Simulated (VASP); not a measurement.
# Hg (Fd-3m) in VASP: a series of runs, part 2 of 2

VASP 6.6.1. The steps go on from the part before.

## (3) Relaxation of cell and atoms, LDA

This run uses another cell than the first one, of 30.37 Å³/atom, 0.903 times its volume.

INCAR

```
PREC = Accurate
ENCUT = 600
EDIFF = 1E-6
ISMEAR = -1
SIGMA = 0.1
LREAL = F
LASPH = T
NELM = 60
ALGO = Normal
ISIF = 3
LWAVE = F
LCHARG = F
GGA = CA
IBRION = 2
NSW = 50
EDIFFG = -0.03
```

KPOINTS

```
regular mesh
0
Gamma
  6 6 6
```

POSCAR

```
Hg
1.0
    0.0000000000      3.1200000000      3.1200000000
    3.1200000000      0.0000000000      3.1200000000
    3.1200000000      3.1200000000      0.0000000000
Hg
2
Direct
    0.0000000000      0.0000000000      0.0000000000
    0.2500000000      0.2500000000      0.2500000000
```

Potentials or basis: VASP PAW LDA potentials, release 64 (Hg).

Command:

```
$ cat potpaw_LDA.64/Hg/POTCAR > POTCAR
$ mpirun -np 1 vasp_std > vasp.out
```

OUTCAR:

```text
PREC = Accurate
   ENCUT = 600
   EDIFF = 1E-6
   ISMEAR = -1
   LREAL = F
   LASPH = T
   NELM = 60
   ISIF = 3
   GGA = CA
   IBRION = 2
   NSW = 50
   EDIFFG = -0.03

 ion  position               nearest neighbor table
   1  0.000  0.000  0.000-   2 2.70   2 2.70   2 2.70   2 2.70
   2  0.250  0.250  0.250-   1 2.70   1 2.70   1 2.70   1 2.70

  LATTYP: Found a face centered cubic cell.
 ALAT       =     6.2400000000

  Lattice vectors:

 A1 = (   0.0000000000,   3.1200000000,   3.1200000000)
 A2 = (   3.1200000000,   0.0000000000,   3.1200000000)
 A3 = (   3.1200000000,   3.1200000000,   0.0000000000)

Analysis of symmetry for initial positions (statically):
=====================================================================
 Subroutine PRICEL returns:
 Original cell was already a primitive cell.

 Routine SETGRP: Setting up the symmetry group for a
 face centered cubic supercell.

 Subroutine GETGRP returns: Found 48 space group operations
 (whereof 24 operations were pure point group operations)
 out of a pool of 48 trial point group operations.

The static configuration has the point symmetry T_d .
 The point group associated with its full space group is O_h .

Analysis of symmetry for dynamics (positions and initial velocities):
=====================================================================
 Subroutine PRICEL returns:
 Original cell was already a primitive cell.

 Routine SETGRP: Setting up the symmetry group for a
 face centered cubic supercell.

 Subroutine GETGRP returns: Found 48 space group operations
 (whereof 24 operations were pure point group operations)
 out of a pool of 48 trial point group operations.

The dynamic configuration has the point symmetry T_d .
 The point group associated with its full space group is O_h .

 Subroutine INISYM returns: Found 48 space group operations
 (whereof 24 operations are pure point group operations),
 and found     1 'primitive' translations

----------------------------------------------------------------------------------------

                                     Primitive cell

  volume of cell :      60.7427

  direct lattice vectors                    reciprocal lattice vectors
     0.000000000  3.120000000  3.120000000    -0.160256410  0.160256410  0.160256410
     3.120000000  0.000000000  3.120000000     0.160256410 -0.160256410  0.160256410
     3.120000000  3.120000000  0.000000000     0.160256410  0.160256410 -0.160256410

  length of vectors
     4.412346315  4.412346315  4.412346315     0.277572245  0.277572245  0.277572245

  position of ions in fractional coordinates (direct lattice)
     0.000000000  0.000000000  0.000000000
     0.250000000  0.250000000  0.250000000

  ion indices of the primitive-cell ions
   primitive index   ion index
                 1           1
                 2           2

----------------------------------------------------------------------------------------

 KPOINTS: regular mesh

Automatic generation of k-mesh.
 Grid dimensions read from file:
 generate k-points for:    6    6    6

 Generating k-lattice:

  Cartesian coordinates                     Fractional coordinates (reciprocal lattice)
    -0.026709402  0.026709402  0.026709402     0.166666667  0.000000000  0.000000000
     0.026709402 -0.026709402  0.026709402     0.000000000  0.166666667  0.000000000
     0.026709402  0.026709402 -0.026709402     0.000000000  0.000000000  0.166666667

  Length of vectors
     0.046262041  0.046262041  0.046262041

  Shift w.r.t. Gamma in fractional coordinates (k-lattice)
     0.000000000  0.000000000  0.000000000

 Subroutine IBZKPT returns following result:
 ===========================================

 Found     16 irreducible k-points:

 Following reciprocal coordinates:
            Coordinates               Weight
  0.000000  0.000000  0.000000      1.000000
  0.166667  0.000000  0.000000      8.000000
  0.333333  0.000000  0.000000      8.000000
  0.500000  0.000000  0.000000      4.000000
  0.166667  0.166667  0.000000      6.000000
  0.333333  0.166667  0.000000     24.000000
[... 8 lines left out ...]
 -0.333333  0.333333  0.166667     24.000000
 -0.333333  0.500000  0.166667     12.000000
   k-points           NKPTS =     16   k-points in BZ     NKDIM =     16   number of bands    NBANDS=     16
   number of dos      NEDOS =    301   number of ions     NIONS =      2
   total plane-waves  NPLWV =  46656
   dimension x,y,z NGX =    36 NGY =   36 NGZ =   36
   dimension x,y,z NGXF=    72 NGYF=   72 NGZF=   72
   ions per type =               2
   NGX,Y,Z   is equivalent  to a cutoff of  13.56, 13.56, 13.56 a.u.
   NGXF,Y,Z  is equivalent  to a cutoff of  27.13, 27.13, 27.13 a.u.
 SYSTEM =  unknown system
   PREC   = accura    normal or accurate (medium, high low for compatibility)
   ISTART =      0    job   : 0-new  1-cont  2-samecut
   ICHARG =      2    charge: 1-file 2-atom 10-const
   ISPIN  =      1    spin polarized calculation?
   LNONCOLLINEAR =      F non collinear calculations
   LSORBIT =      F    spin-orbit coupling
   LASPH  =      T    aspherical Exc in radial PAW
   ENCUT  =  600.0 eV  44.10 Ry    6.64 a.u.   8.81  8.81  8.81*2*pi/ulx,y,z
   NELM   =     60;   NELMIN=  2; NELMDL= -5     # of ELM steps
   EDIFF  = 0.1E-05   stopping-criterion for ELM
   LREAL  =      F    real-space projection
   EDIFFG = -.3E-01   stopping-criterion for IOM
   NSW    =     50    number of steps for IOM
   IBRION =      2    ionic relax: 0-MD 1-quasi-New 2-CG
   NFREE  =      1    steps in history (QN), initial steepest desc. (CG)
   ISIF   =      3    stress and relaxation
   ISYM   =      2    0-nonsym 1-usesym 2-fastsym
   POTIM  = 0.5000    time-step for ionic-motion
   TEBEG  =    0.0;   TEEND  =   0.0 temperature during run
   PSTRESS=    0.0 pullay stress
   NELECT =      24.0000    total number of electrons
   NUPDOWN=      -1.0000    fix difference up-down
   EMIN   =  10.00;   EMAX   =-10.00  energy-range for DOS
   EFERMI =   0.00;   METHOD = LEGACY
   ISMEAR =    -1;   SIGMA  =   0.10  broadening in eV -4-tet -1-fermi 0-gaus
   EFERMI_NEDOS =   21; number of points for ismear=-14 and -15
   IALGO  =     38    algorithm
   IMIX   =      4    mixing-type and parameters
     AMIX     =   0.40;   BMIX     =  1.00
     AMIX_MAG =   1.60;   BMIX_MAG =  1.00
  volume/ion in A,a.u.               =      30.37       204.96
  Fermi-wavevector in a.u.,A,eV,Ry     =   1.201288  2.270106 19.634487  1.443094
  Thomas-Fermi vector in A             =   2.337101
   LORBIT       =      0    0 simple, 1 ext, 2 COOP (PROOUT), +10 PAW based schemes
   GGA     = CA    functional components
   LHFCALC =     F    Hartree Fock is set to
   AEXX    =    0.0000 exact exchange contribution
   IVDW    =     0    specifies the selected vdW correction
   LEPSILON=     F    determine dielectric tensor
   LRPA    =     F    only Hartree local field effects (RPA)
 conjugate gradient relaxation of ions
 non-spin polarized calculation
  energy-cutoff  :      600.00
  volume of cell :       60.74
 maximum number of plane-waves:      2085
   NGX = 17   NGY = 17   NGZ = 17

--------------------------------------- Ionic step        1  -------------------------------------------

 number of electron      24.0000004 magnetization

 Free energy of the ion-electron system (eV)
  ---------------------------------------------------
  ext. energy  EPLUGINS =         0.00000000
  ---------------------------------------------------
  free energy    TOTEN  =        -1.30031230 eV

  energy without entropy =       -1.27079182  energy(sigma->0) =       -1.28555206

------------------------ aborting loop because EDIFF is reached ----------------------------------------

  FORCE on cell =-STRESS in cart. coord.  units (eV):
  Direction    XX          YY          ZZ          XY          YZ          ZX
  --------------------------------------------------------------------------------------
  -------------------------------------------------------------------------------------
  Total        1.8207890      1.8207890      1.8207890      0.0000000      0.0000000      0.0000000
  in kB       48.0260019     48.0260019     48.0260019      0.0000000      0.0000000      0.0000000
  external PRESSURE =      48.0260019 kB  Pullay stress =       0.0000000 kB
[... 57 lines left out ...]
  energy  without entropy=       -1.3680465052  energy(sigma->0) =       -1.38276872

--------------------------------------- Ionic step        3  -------------------------------------------

 number of electron      24.0000003 magnetization

 Free energy of the ion-electron system (eV)
  ---------------------------------------------------
  ext. energy  EPLUGINS =         0.00000000
  ---------------------------------------------------
  free energy    TOTEN  =        -1.39790649 eV

  energy without entropy =       -1.36849032  energy(sigma->0) =       -1.38319841

 E-fermi :   0.6927     XC(G=0):  -9.0354

 val. band max:        0.3327501552   @ k =  -0.3333   0.3333   0.0000
 cond. band min:       0.7161318722   @ k =  -0.3333   0.3333   0.1667
 fundamental gap:      0.3833817169
 Fermi energy:         0.6927065832

 k-point     1 :       0.0000    0.0000    0.0000
  band No.  band energies     occupation
      1      -7.2675      2.00000
      2      -7.1566      2.00000
      3      -7.1566      2.00000
      4      -7.1566      2.00000
      5      -7.0771      2.00000
      6      -7.0771      2.00000
[... 8 lines left out ...]
     15       5.8994      0.00000
     16       7.2045      0.00000
[... 312 lines left out ...]
  FREE ENERGIE OF THE ION-ELECTRON SYSTEM (eV)
  ---------------------------------------------------
  free  energy   TOTEN  =        -1.3979064889 eV

  energy  without entropy=       -1.3684903246  energy(sigma->0) =       -1.38319841

 reached required accuracy - stopping structural energy minimisation
```

OSZICAR:

```text
N       E                     dE             d eps       ncg     rms          rms(c)
DAV:   1     0.189502133856E+03    0.18950E+03   -0.13385E+04   512   0.156E+03
DAV:   2     0.277961951325E+01   -0.18672E+03   -0.18002E+03   528   0.369E+02
DAV:   3    -0.143938899030E+01   -0.42190E+01   -0.42088E+01   632   0.639E+01
[... 22 lines left out ...]
DAV:   3    -0.139828998745E+01    0.25435E-02   -0.87593E-03   552   0.918E-01    0.405E-01
DAV:   4    -0.139792001058E+01    0.36998E-03   -0.59220E-04   512   0.240E-01    0.553E-02
DAV:   5    -0.139790496611E+01    0.15044E-04   -0.76259E-05   512   0.967E-02    0.574E-03
DAV:   6    -0.139790616964E+01   -0.12035E-05   -0.20009E-06   536   0.111E-02    0.373E-03
DAV:   7    -0.139790648886E+01   -0.31922E-06   -0.22826E-07   256   0.420E-03
   3 F= -.13979065E+01 E0= -.13831984E+01  d E =-.975942E-01
```

CONTCAR:

```text
Hg
   1.00000000000000
     0.0000000000000000    3.2439933457647050    3.2439933457647050
     3.2439933457647050    0.0000000000000000    3.2439933457647050
     3.2439933457647050    3.2439933457647050    0.0000000000000000
  Hg
     2
Direct
     0.0000000000000000    0.0000000000000000    0.0000000000000000
     0.2500000000000000    0.2500000000000000    0.2500000000000000

  0.00000000E+00  0.00000000E+00  0.00000000E+00
  0.00000000E+00  0.00000000E+00  0.00000000E+00
```

It took 16 s on 1 thread of Intel Xeon 6975P-C (Granite Rapids), shared host; peak memory 0.17 GiB.

Results:

```
Free energy                            : -1.3979 eV
Relaxed volume                         : 34.14 Å³/atom
Relaxed cell                           : a = 4.588 Å, b = 4.588 Å, c = 4.588 Å, α = 60.00°, β = 60.00°, γ = 60.00°
Space group after relaxing (to 0.05 Å) : Fd-3m (No. 227)
Energy gained by relaxing              : 48.8 meV/atom
Ionic steps                            : 3
Pressure after relaxing                : 0.1 GPa
Band gap on the k mesh                 : zero (band 12 reaches 4.23 eV, above the bottom of band 13 at 0.33 eV)
```

The path:
```tsv
step	energy change (eV)	largest force (eV/Å)	pressure (GPa)	volume (Å³)
1	0.0000	0.0000	4.80	60.74
2	-0.0972	0.0000	-0.30	69.10
3	-0.0976	0.0000	0.06	68.28
```

Final structure:
```yaml
crystal:
  lattice:
    - [0.00000, 3.24399, 3.24399]
    - [3.24399, 0.00000, 3.24399]
    - [3.24399, 3.24399, 0.00000]
  atoms:
    - { symbol: Hg, position: [0.00000, 0.00000, 0.00000] }
    - { symbol: Hg, position: [0.25000, 0.25000, 0.25000] }
```

Caveat: spin-orbit coupling is left out, which moves the levels of the heavy elements.
